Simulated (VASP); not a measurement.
Here is a VASP 6.6.1 calculation.

Contents of INCAR:

```
SYSTEM = AgCl
PREC = Accurate
ENCUT = 520
EDIFF = 1E-8
ISMEAR = -1
SIGMA = 0.03
LREAL = .False.
LASPH = .True.
NELM = 60
ALGO = Normal
ISIF = 2
LWAVE = .False.
LCHARG = .False.
GGA = PE
LEFG = .True.
NBANDS = 26
```

File KPOINTS:

```
regular mesh
0
Gamma
  9 9 8
  0 0 0
```

POSCAR

```
AgCl
1.0
    1.8771253955     -5.5750558207      0.0000000000
    1.8771253955      5.5750558207      0.0000000000
    0.0000000000      0.0000000000      3.9370741147
Ag Cl
2 2
Direct
    0.3965554000      0.6034446000      0.7500000000
    0.6034446000      0.3965554000      0.2500000000
    0.8654487300      0.1345512700      0.2500000000
    0.1345512700      0.8654487300      0.7500000000
```

Potentials or basis: VASP PAW PBE potentials, release 64 (Ag, Cl).

Launch:

```bash
$ cat potpaw_PBE.64/Ag/POTCAR potpaw_PBE.64/Cl/POTCAR > POTCAR
$ mpirun -np 1 vasp_std > vasp.out
```

(1) Estimate the band gap on the k mesh.

(2) What does it give for the pressure?

Results:

(1) 0.49 eV (least direct gap 1.94 eV).

(2) 1.0 GPa.

Caveat: semilocal functionals underestimate gaps, and a narrow one can read as zero; without QUAD_EFG the Cq values of the log hold for a quadrupole moment of 1 mb, not for the nuclei.
